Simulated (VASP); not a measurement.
# Pb (Fm-3m) in VASP: a series of runs

The runs below take Pb through single point, with PBE.

All numbers are computed with VASP 6.6.1; they aren't measurements. Logs are shortened: lines on timing, memory, paths and dates and some standing lists are left out, and cuts for length are marked.

### 1 The cell of the first run

It takes space group Fm-3m (No. 225, cubic). Conventional cell: a = 4.940 Å, b = 4.940 Å, c = 4.940 Å, α = 90.00°, β = 90.00°, γ = 90.00°. Within 4.6 Å of Pb (site symmetry m-3m) lie 12 Pb at 3.49 Å.

### 2 Single point, PBE

Contents of INCAR:

```
PREC = Accurate
ENCUT = 520
EDIFF = 1E-7
ISMEAR = -1
SIGMA = 0.05
LREAL = F
LASPH = T
NELM = 80
ALGO = Normal
ISIF = 2
LWAVE = F
LCHARG = F
GGA = PE
NBANDS = 13
```

Contents of KPOINTS:

```
Automatic mesh
0
Gamma
  12 12 12
```

Contents of POSCAR:

```
Pb
1.0
    0.0000000000      2.4698000000      2.4698000000
    2.4698000000      0.0000000000      2.4698000000
    2.4698000000      2.4698000000      0.0000000000
Pb
1
Direct
    0.0000000000      0.0000000000      0.0000000000
```

Potentials or basis: VASP PAW PBE potentials, release 64 (Pb_d).

Command:

```
$ cat potpaw_PBE.64/Pb_d/POTCAR > POTCAR
$ mpirun -np 1 vasp_std > vasp.out
```

OUTCAR:

```text
PREC = Accurate
   ENCUT = 520
   EDIFF = 1E-7
   ISMEAR = -1
   LREAL = F
   LASPH = T
   NELM = 80
   ISIF = 2
   GGA = PE

 ion  position               nearest neighbor table
   1  0.000  0.000  0.000-

  LATTYP: Found a face centered cubic cell.
 ALAT       =     4.9396000000

  Lattice vectors:

 A1 = (   0.0000000000,   2.4698000000,   2.4698000000)
 A2 = (   2.4698000000,   0.0000000000,   2.4698000000)
 A3 = (   2.4698000000,   2.4698000000,   0.0000000000)

Analysis of symmetry for initial positions (statically):
=====================================================================
 Subroutine PRICEL returns:
 Original cell was already a primitive cell.

 Routine SETGRP: Setting up the symmetry group for a
 face centered cubic supercell.

 Subroutine GETGRP returns: Found 48 space group operations
 (whereof 48 operations were pure point group operations)
 out of a pool of 48 trial point group operations.

The static configuration has the point symmetry O_h .

Analysis of symmetry for dynamics (positions and initial velocities):
=====================================================================
 Subroutine PRICEL returns:
 Original cell was already a primitive cell.

 Routine SETGRP: Setting up the symmetry group for a
 face centered cubic supercell.

 Subroutine GETGRP returns: Found 48 space group operations
 (whereof 48 operations were pure point group operations)
 out of a pool of 48 trial point group operations.

The dynamic configuration has the point symmetry O_h .

 Subroutine INISYM returns: Found 48 space group operations
 (whereof 48 operations are pure point group operations),
 and found     1 'primitive' translations

----------------------------------------------------------------------------------------

                                     Primitive cell

  volume of cell :      30.1311

  direct lattice vectors                    reciprocal lattice vectors
     0.000000000  2.469800000  2.469800000    -0.202445542  0.202445542  0.202445542
     2.469800000  0.000000000  2.469800000     0.202445542 -0.202445542  0.202445542
     2.469800000  2.469800000  0.000000000     0.202445542  0.202445542 -0.202445542

  length of vectors
     3.492824656  3.492824656  3.492824656     0.350645965  0.350645965  0.350645965

  position of ions in fractional coordinates (direct lattice)
     0.000000000  0.000000000  0.000000000

  ion indices of the primitive-cell ions
   primitive index   ion index
                 1           1

----------------------------------------------------------------------------------------

 KPOINTS: Automatic mesh

Automatic generation of k-mesh.
 Grid dimensions read from file:
 generate k-points for:   12   12   12

 Generating k-lattice:

  Cartesian coordinates                     Fractional coordinates (reciprocal lattice)
    -0.016870462  0.016870462  0.016870462     0.083333333  0.000000000  0.000000000
     0.016870462 -0.016870462  0.016870462     0.000000000  0.083333333  0.000000000
     0.016870462  0.016870462 -0.016870462     0.000000000  0.000000000  0.083333333

  Length of vectors
     0.029220497  0.029220497  0.029220497

  Shift w.r.t. Gamma in fractional coordinates (k-lattice)
     0.000000000  0.000000000  0.000000000

 Subroutine IBZKPT returns following result:
 ===========================================

 Found     72 irreducible k-points:

 Following reciprocal coordinates:
            Coordinates               Weight
  0.000000  0.000000  0.000000      1.000000
  0.083333  0.000000  0.000000      8.000000
  0.166667  0.000000  0.000000      8.000000
  0.250000  0.000000  0.000000      8.000000
  0.333333  0.000000  0.000000      8.000000
  0.416667  0.000000  0.000000      8.000000
[... 16 lines left out ...]
  0.500000  0.166667  0.000000     24.000000
 -0.416667  0.166667  0.000000     24.000000
 [... further k-points ...]
   k-points           NKPTS =     72   k-points in BZ     NKDIM =     72   number of bands    NBANDS=     13
   number of dos      NEDOS =    301   number of ions     NIONS =      1
   total plane-waves  NPLWV =  21952
   dimension x,y,z NGX =    28 NGY =   28 NGZ =   28
   dimension x,y,z NGXF=    56 NGYF=   56 NGZF=   56
   ions per type =               1
   NGX,Y,Z   is equivalent  to a cutoff of  13.33, 13.33, 13.33 a.u.
   NGXF,Y,Z  is equivalent  to a cutoff of  26.65, 26.65, 26.65 a.u.
 SYSTEM =  unknown system
   PREC   = accura    normal or accurate (medium, high low for compatibility)
   ISTART =      0    job   : 0-new  1-cont  2-samecut
   ICHARG =      2    charge: 1-file 2-atom 10-const
   ISPIN  =      1    spin polarized calculation?
   LNONCOLLINEAR =      F non collinear calculations
   LSORBIT =      F    spin-orbit coupling
   LASPH  =      T    aspherical Exc in radial PAW
   ENCUT  =  520.0 eV  38.22 Ry    6.18 a.u.   6.49  6.49  6.49*2*pi/ulx,y,z
   NELM   =     80;   NELMIN=  2; NELMDL= -5     # of ELM steps
   EDIFF  = 0.1E-06   stopping-criterion for ELM
   LREAL  =      F    real-space projection
   EDIFFG = 0.1E-05   stopping-criterion for IOM
   NSW    =      0    number of steps for IOM
   IBRION =     -1    ionic relax: 0-MD 1-quasi-New 2-CG
   NFREE  =      0    steps in history (QN), initial steepest desc. (CG)
   ISIF   =      2    stress and relaxation
   ISYM   =      2    0-nonsym 1-usesym 2-fastsym
   POTIM  = 0.5000    time-step for ionic-motion
   TEBEG  =    0.0;   TEEND  =   0.0 temperature during run
   PSTRESS=    0.0 pullay stress
   NELECT =      14.0000    total number of electrons
   NUPDOWN=      -1.0000    fix difference up-down
   EMIN   =  10.00;   EMAX   =-10.00  energy-range for DOS
   EFERMI =   0.00;   METHOD = LEGACY
   ISMEAR =    -1;   SIGMA  =   0.05  broadening in eV -4-tet -1-fermi 0-gaus
   EFERMI_NEDOS =   21; number of points for ismear=-14 and -15
   IALGO  =     38    algorithm
   IMIX   =      4    mixing-type and parameters
     AMIX     =   0.40;   BMIX     =  1.00
     AMIX_MAG =   1.60;   BMIX_MAG =  1.00
  volume/ion in A,a.u.               =      30.13       203.33
  Fermi-wavevector in a.u.,A,eV,Ry     =   1.267980  2.396135 21.875082  1.607773
  Thomas-Fermi vector in A             =   2.401099
   LORBIT       =      0    0 simple, 1 ext, 2 COOP (PROOUT), +10 PAW based schemes
   GGA     = PE    functional components
   LHFCALC =     F    Hartree Fock is set to
   AEXX    =    0.0000 exact exchange contribution
   IVDW    =     0    specifies the selected vdW correction
   LEPSILON=     F    determine dielectric tensor
   LRPA    =     F    only Hartree local field effects (RPA)
 non-spin polarized calculation
  energy-cutoff  :      520.00
  volume of cell :       30.13
 maximum number of plane-waves:       869
 NGX is ok and might be reduce to    28
   NGX = 13   NGY = 13   NGZ = 13

 number of electron      13.9999999 magnetization

 Free energy of the ion-electron system (eV)
  ---------------------------------------------------
  ext. energy  EPLUGINS =         0.00000000
  ---------------------------------------------------
  free energy    TOTEN  =        -3.53797373 eV

  energy without entropy =       -3.52875102  energy(sigma->0) =       -3.53336238

 E-fermi :   7.3966     XC(G=0): -10.2139

 val. band max:        7.3946021726   @ k =  -0.2500   0.0833   0.0000
 cond. band min:       7.4531144233   @ k =  -0.4167   0.4167   0.0833
 fundamental gap:      0.0585122507
 Fermi energy:         7.3965705879

 k-point     1 :       0.0000    0.0000    0.0000
  band No.  band energies     occupation
      1      -9.7185      2.00000
      2      -9.7185      2.00000
      3      -9.7185      2.00000
      4      -9.5758      2.00000
      5      -9.5758      2.00000
      6      -4.4423      2.00000
      7      14.8236      0.00000
      8      14.8236      0.00000
      9      14.8236      0.00000
     10      17.1215      0.00000
     11      18.7763      0.00000
     12      19.8862      0.00000
     13      19.8862      0.00000

 k-point     2 :       0.0833    0.0000    0.0000
  band No.  band energies     occupation
      1      -9.7187      2.00000
      2      -9.7083      2.00000
      3      -9.7083      2.00000
      4      -9.5763      2.00000
      5      -9.5763      2.00000
      6      -4.3077      2.00000
      7      13.2821      0.00000
      8      14.6564      0.00000
      9      14.6564      0.00000
     10      16.8496      0.00000
     11      19.4235      0.00000
     12      20.1842      0.00000
     13      20.1842      0.00000

 k-point     3 :       0.1667    0.0000    0.0000
  band No.  band energies     occupation
      1      -9.7209      2.00000
      2      -9.6883      2.00000
      3      -9.6883      2.00000
      4      -9.5700      2.00000
      5      -9.5700      2.00000
      6      -3.9034      2.00000
      7      10.6826      0.00000
      8      14.2524      0.00000
      9      14.2524      0.00000
     10      16.5475      0.00000
     11      19.9890      0.00000
     12      20.5478      0.00000
     13      20.5559      0.00000
[... 305 lines left out ...]
 k-point    23 :       0.5000    0.1667    0.0000
  band No.  band energies     occupation
      1      -9.7528      2.00000
      2      -9.6797      2.00000
      3      -9.6402      2.00000
      4      -9.5120      2.00000
      5      -9.4348      2.00000
      6      -0.6685      2.00000
      7       4.0271      2.00000
      8      10.0579      0.00000
      9      11.6948      0.00000
     10      14.9510      0.00000
     11      19.7274      0.00000
     12      20.5194      0.00000
     13      21.6780      0.00000

 k-point    24 :      -0.4167    0.1667    0.0000
  band No.  band energies     occupation
      1      -9.7390      2.00000
      2      -9.6818      2.00000
      3      -9.6462      2.00000
      4      -9.4928      2.00000
      5      -9.4565      2.00000
      6      -0.4940      2.00000
      7       3.7795      2.00000
      8       9.5961      0.00000
      9      12.1350      0.00000
     10      15.2044      0.00000
     11      19.3034      0.00000
     12      20.0903      0.00000
     13      22.5116      0.00000

 [... further k-points ...]

------------------------ aborting loop because EDIFF is reached ----------------------------------------

  FORCE on cell =-STRESS in cart. coord.  units (eV):
  Direction    XX          YY          ZZ          XY          YZ          ZX
  --------------------------------------------------------------------------------------
  -------------------------------------------------------------------------------------
  Total        0.5530806      0.5530806      0.5530806     -0.0000000      0.0000000     -0.0000000
  in kB       29.4092289     29.4092289     29.4092289     -0.0000000      0.0000000     -0.0000000
  external PRESSURE =      29.4092289 kB  Pullay stress =       0.0000000 kB

 VOLUME and BASIS-vectors are now :
 -----------------------------------------------------------------------------
  energy-cutoff  :      520.00
  volume of cell :       30.13
      direct lattice vectors                 reciprocal lattice vectors
     0.000000000  2.469800000  2.469800000    -0.202445542  0.202445542  0.202445542
     2.469800000  0.000000000  2.469800000     0.202445542 -0.202445542  0.202445542
     2.469800000  2.469800000  0.000000000     0.202445542  0.202445542 -0.202445542

 POSITION                                       TOTAL-FORCE (eV/Angst)
 -----------------------------------------------------------------------------------
      0.00000      0.00000      0.00000        -0.000000      0.000000     -0.000000
 -----------------------------------------------------------------------------------
    total drift:                               -0.000000     -0.000000     -0.000000

  FREE ENERGIE OF THE ION-ELECTRON SYSTEM (eV)
  ---------------------------------------------------
  free  energy   TOTEN  =        -3.5379737286 eV

  energy  without entropy=       -3.5287510248  energy(sigma->0) =       -3.53336238
```

Run time: 12 s. Hardware: 1 thread of Intel Xeon 6975P-C (Granite Rapids), shared host; peak memory 0.17 GiB.

What came out:

```
Free energy            : -3.5380 eV
Pressure               : 2.9 GPa
Band gap on the k mesh : zero (band 7 reaches 14.82 eV, above the bottom of band 8 at 5.80 eV)
```

Caveat: spin-orbit coupling is left out, which moves the levels of the heavy elements.

[end of part 1 of 2]
